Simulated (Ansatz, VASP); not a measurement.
## Two plane-wave programs on Be

```
CELL_PARAMETERS angstrom
3.57902 0.00000 0.00000
-1.78951 3.09953 0.00000
0.00000 0.00000 2.19394
ATOMIC_POSITIONS crystal
Be 0.00000 0.00000 0.00000
Be 0.33333 0.66667 0.50000
Be 0.66667 0.33333 0.50000
```

Alike in both runs: task relaxation of cell and atoms; functional revPBE; k mesh 10 × 10 × 14; occupations fermi-dirac, width 0.1 eV; no spin polarisation.

|  | VASP | Ansatz |
| --- | --- | --- |
| version | VASP 6.6.1 | Ansatz 0.2.0 |
| potentials or method | VASP PAW PBE potentials, release 64 (Be), cutoff 600 eV | plane waves (420 eV) with PAW, scalar-relativistic |
| valence electrons in the cell | 6 | 6 |

|  | VASP | Ansatz | Ansatz less VASP |
| --- | --- | --- | --- |
| relaxed volume (Å³/atom) | 8.26 | 8.26 | -0.001 |
| relaxed length of the cell vector where the two differ most in proportion (Å) | 2.213 | 2.213 | +0.0004 |

VASP's potentials were made for PBE, not for revPBE.
